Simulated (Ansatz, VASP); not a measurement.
## One calculation of Ni, two programs

```
Ni
1.0
    -1.37885    1.37885    1.37885
     1.37885   -1.37885    1.37885
     1.37885    1.37885   -1.37885
Ni
1
Direct
  0.00000 0.00000 0.00000
```

Alike in both runs: functional PBEsol; k mesh 17 × 17 × 17; occupations fermi-dirac, width 0.15 eV; collinear spin.

Ansatz relaxed the structure, and its values are those at the end. VASP's run is a single point on that final structure, the one shown.

|  | VASP | Ansatz |
| --- | --- | --- |
| version | VASP 6.6.1 | Ansatz 0.2.0 |
| potentials or method | VASP PAW PBE potentials, release 64 (Ni) | plane waves, PAW |
| plane-wave cutoff (eV) | 600 | 420 |
| valence electrons in the cell | 10 | 18 |

Ansatz gave:

| Item | Value |
| --- | --- |
| pressure (GPa) | 0.0 |
| net moment per atom (μB) | 0.39 |
| size of the moment on the site where the two differ most (μB) | 0.41 |

Question: What did VASP give for the same quantities?

Answer: Pressure (GPa): -0.2; net moment per atom (μB): 0.37; size of the moment on the site where the two differ most (μB): 0.37.

VASP's potentials were made for PBE, not for PBEsol. Site moments also hang on the region over which each program counts them. VASP's potentials hold 10 valence electrons a cell and Ansatz's 18, so a difference there can come from the potentials and not from the codes.
